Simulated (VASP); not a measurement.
Set up this calculation in VASP 6.6.1, as the native input.

* Task: single point
* Functional: PBE
* Potentials or basis: VASP PAW PBE potentials, release 64 (S)
* Cutoff: 500 eV
* k mesh: 5 × 5 × 5
* Occupations: methfessel-paxton, width 0.05 eV
* Spin: no spin polarisation
* Dipole correction: no
* Further INCAR settings: ALGO = Normal; EDIFF = 1e-06; NBANDS = 9

The structure of S lies in POSCAR:

```
S
1.0
    1.6385000000      0.9459884161      0.8613333333
   -1.6385000000      0.9459884161      0.8613333333
    0.0000000000     -1.8919768321      0.8613333333
S
1
Direct
    0.0000000000      0.0000000000      0.0000000000
```

These files were run (other wordings do the same):

INCAR

```
SYSTEM = S
ALGO = Normal
EDIFF = 1E-6
ENCUT = 500
GGA = PE
GGA_COMPAT = .False.
ISIF = 2
ISMEAR = 1
LASPH = .True.
LCHARG = .False.
LREAL = .False.
LWAVE = .False.
NBANDS = 9
NELM = 120
PREC = Accurate
SIGMA = 0.05
```

KPOINTS

```
k-points
0
Gamma
  5 5 5
  0 0 0
```

Potentials or basis: VASP PAW PBE potentials, release 64 (S).

Run with:

```bash
$ cat potpaw_PBE.64/S/POTCAR > POTCAR
$ mpirun -np 1 vasp_std > vasp.out
```

Results of the run:

The pressure is 209.5 GPa. The band gap on the k mesh is zero (bands 3 and 4 overlap by 13.38 eV).

Caveat: the k points lie up to 0.66 Å⁻¹ apart, too coarse for converged energies and pressures of a metal.

Run time: 2.1 s on 1 thread of Intel(R) Xeon(R) Platinum 8488C (Sapphire Rapids) (shared host), peak memory 0.1 GiB.
